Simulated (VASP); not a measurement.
Input of a VASP 6.6.1 run:

File INCAR:

```
ALGO = Normal
EDIFF = 1E-7
ENCUT = 520
GGA = PS
ISIF = 2
ISMEAR = -1
LASPH = T
LCHARG = F
LREAL = F
LWAVE = F
NBANDS = 13
NELM = 100
PREC = Accurate
SIGMA = 0.05
```

File KPOINTS:

```
k-points
0
Gamma
  10 10 7
```

Contents of POSCAR:

```
O
1.0
    2.8514028533     -1.6624159400      0.0000000000
    2.8514028533      1.6624159400      0.0000000000
   -2.3944914034      0.0000000000      3.6470501824
O
2
Direct
    0.9759870000      0.9781390000      0.8392170000
    0.0063250000      0.0450590000      0.1663370000
```

Potentials or basis: VASP PAW PBE potentials, release 64 (O).

Run with:

```console
$ cat potpaw_PBE.64/O/POTCAR > POTCAR
$ mpirun -np 1 vasp_std > vasp.out
```

Predict the band gap on the k mesh.

zero (bands 6 and 7 overlap by 0.29 eV).

What does it give for the pressure?

-10.3 GPa.

What does it give for the largest force?

3.943 eV/Å.

Stress tensor (GPa, compression positive):
```
 -3.86   0.42   8.89
  0.42  -3.83  -1.08
  8.89  -1.08 -23.22
```

Caveat: the cell differs from its parent crystal (atoms moved at random); spin is off for a triplet molecule; the stress differs along the axes, from -23 to -4 GPa; this functional lacks dispersion, which holds the molecules together, so the pressure and a relaxed volume are unreliable; the PAW data sets were made with another functional, which shifts forces and pressure a little.
